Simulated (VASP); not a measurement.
# Si: single point with PBEsol

Crystal: Si.

```
Si
1.0
    -3.34388    3.34388    3.11048
     3.34388   -3.34388    3.11048
     3.34388    3.34388   -3.11048
Si
8
Cartesian
  0.6848 0.6848 0.6370
  -0.6848 2.6591 0.6370
  0.6848 -0.6848 2.4735
  2.6591 0.6848 -0.6370
  2.6591 2.6591 2.4735
  0.6848 4.0287 -0.6370
  -0.6848 0.6848 3.7475
  4.0287 -0.6848 0.6370
```

```json
{
  "Program": "VASP 6.6.1",
  "Task": "single point",
  "Functional": "PBEsol",
  "Potentials or basis": "VASP PAW PBE potentials, release 64 (Si)",
  "Cutoff": "520 eV",
  "k mesh": "10 × 10 × 10",
  "Occupations": "gaussian, width 0.15 eV",
  "Spin": "no spin polarisation"
}
```

The pressure is 3.9 GPa, the largest force is 0.594 eV/Å and the band gap on the k mesh is zero (bands 16 and 17 overlap by 0.35 eV).

Forces in eV/Å, atoms in the order of the input:
```
Si  -0.041  0.551 -0.218
Si   0.041 -0.551 -0.218
Si  -0.041 -0.551  0.218
Si   0.041  0.551  0.218
Si   0.041 -0.551  0.218
Si  -0.041  0.551  0.218
Si   0.041  0.551 -0.218
Si  -0.041 -0.551 -0.218
```

Stress tensor (GPa, compression positive):
```
 0.21  0.00  0.00
 0.00  0.56  0.00
 0.00  0.00 11.01
```

Levels at points of the mesh, in eV from the Fermi level:
```tsv
k point	band 12	band 13	band 14	band 15	band 16	band 17	band 18	band 19	band 20	band 21
(0.00, 0.00, 0.00)	-4.23	-4.16	-1.72	-1.65	-0.24	1.20	1.28	2.87	3.64	3.74
(0.50, 0.00, 0.00)	-2.68	-2.03	-2.03	-1.58	-1.58	0.70	0.70	1.89	1.89	2.08
(0.50, 0.00, 0.50)	-2.82	-1.92	-1.92	-1.18	-1.18	0.10	0.10	2.09	2.09	2.21
(0.50, 0.50, 0.00)	-2.63	-2.19	-2.19	-1.14	-1.14	0.31	0.31	1.93	1.93	2.63
(0.50, 0.50, 0.50)	-2.66	-2.61	-0.59	0.00	0.24	0.64	2.37	2.66	2.81	2.94
```

Run time: 17 min on 1 thread of Intel Xeon 8259CL, on a shared host, peak memory 0.54 GiB.

Caveat: the stress differs along the axes, from 0 to 11 GPa; semilocal functionals underestimate gaps, and a narrow one can read as zero; the PAW data sets were made with another functional, which shifts forces and pressure a little.
